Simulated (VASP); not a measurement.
Here is a VASP 6.6.1 calculation.

Contents of INCAR:

```
SYSTEM = Sb
PREC = Accurate ; ENCUT = 520
EDIFF = 1E-6 ; ISMEAR = -1
SIGMA = 0.08 ; LREAL = .False.
LASPH = .True. ; NELM = 80
ALGO = Normal ; ISIF = 2
LWAVE = .False. ; LCHARG = .True.
GGA = CA ; LELF = .True.
LVHAR = .True. ; NBANDS = 8
```

The input KPOINTS:

```
Automatic mesh
0
Gamma
  14 14 14
  0 0 0
```

POSCAR

```
Sb
1.0
   -1.7488164357      1.7488164357      1.7488164357
    1.7488164357     -1.7488164357      1.7488164357
    1.7488164357      1.7488164357     -1.7488164357
Sb
1
Direct
    0.0000000000      0.0000000000      0.0000000000
```

Potentials or basis: VASP PAW LDA potentials, release 64 (Sb).

Command:

```console
$ cat potpaw_LDA.64/Sb/POTCAR > POTCAR
$ mpirun -np 1 vasp_std > vasp.out
```

Estimate the pressure.

19.3 GPa.
